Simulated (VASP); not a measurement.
Set up this calculation in VASP 6.6.1, as the native input.

| Item | Value |
| --- | --- |
| Task | single point |
| Functional | PBE |
| Potentials or basis | VASP PAW PBE potentials, release 64 (Bi_d, P) |
| Cutoff | 520 eV |
| k mesh | 3 × 3 × 3 |
| Occupations | fermi-dirac, width 0.05 eV |
| Spin | no spin polarisation |
| Dipole correction | no |
| Further INCAR settings | ALGO = Normal; EDIFF = 1e-06; NBANDS = 17 |

The structure of BiP (zincblende type) lies in POSCAR:

```
BiP
1.0
    0.0000000000      3.2519146124      3.2519146124
    3.2519146124      0.0000000000      3.2519146124
    3.2519146124      3.2519146124      0.0000000000
Bi P
1 1
Direct
    0.0000000000      0.0000000000      0.0000000000
    0.2500000000      0.2500000000      0.2500000000
```

The input as run:

INCAR

```
SYSTEM = BiP
ALGO = Normal ; EDIFF = 1E-6
ENCUT = 520 ; GGA = PE
ISIF = 2 ; ISMEAR = -1
LASPH = .True. ; LCHARG = .False.
LREAL = .False. ; LWAVE = .False.
NBANDS = 17 ; NELM = 60
PREC = Accurate ; SIGMA = 0.05
```

KPOINTS

```
k-points
0
Gamma
  3 3 3
  0 0 0
```

Potentials or basis: VASP PAW PBE potentials, release 64 (Bi_d, P).

Command:

```console
$ cat potpaw_PBE.64/Bi_d/POTCAR potpaw_PBE.64/P/POTCAR > POTCAR
$ mpirun -np 1 vasp_std > vasp.out
```

It gave:

The pressure is -1.6 GPa. The band gap on the k mesh is 0.40 eV, direct.

Caveat: the k points lie up to 0.56 Å⁻¹ apart; spin-orbit coupling is left out, which moves the levels of the heavy elements.

It took 5.8 s on 1 thread of AMD EPYC 9R14 (Zen 4) (shared host), peak memory 0.16 GiB.
